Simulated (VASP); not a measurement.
Here is a VASP 6.6.1 calculation.

INCAR

```
SYSTEM = Re
ALGO     = Normal         ! electronic algorithm
EDIFF    = 1E-6           ! SCF threshold, eV
ENCUT    = 520            ! plane-wave cutoff, eV
GGA      = CA             ! functional
ISIF     = 2              ! what is computed and relaxed
ISMEAR   = -1             ! smearing method
LASPH    = .TRUE.         ! aspherical terms in the spheres
LCHARG   = .FALSE.        ! write CHGCAR
LREAL    = .FALSE.        ! projectors in reciprocal space
LWAVE    = .FALSE.        ! write WAVECAR
NBANDS   = 10             ! bands
NELM     = 80             ! most SCF steps
PREC     = Accurate       ! precision mode
SIGMA    = 0.1            ! smearing width, eV
```

File KPOINTS:

```
k-points
0
G
  17 17 15
  0 0 0
```

POSCAR

```
Re
1.0
    2.7372750979      0.0000000000      0.0000000000
   -1.3686375489      2.3705497719      0.0000000000
    0.0000000000      0.0000000000      2.4415009731
Re
1
Direct
    0.0000000000      0.0000000000      0.0000000000
```

Potentials or basis: VASP PAW LDA potentials, release 64 (Re).

Command:

```sh
$ cat potpaw_LDA.64/Re/POTCAR > POTCAR
$ mpirun -np 1 vasp_std > vasp.out
```

(1) Predict the band gap on the k mesh.

(2) Predict the pressure.

Answers

(1) zero (an odd number of electrons rules out a gap without spin polarisation).

(2) -4.6 GPa.

Caveat: the cell stands under tension; spin-orbit coupling is left out, which moves the levels of the heavy elements.
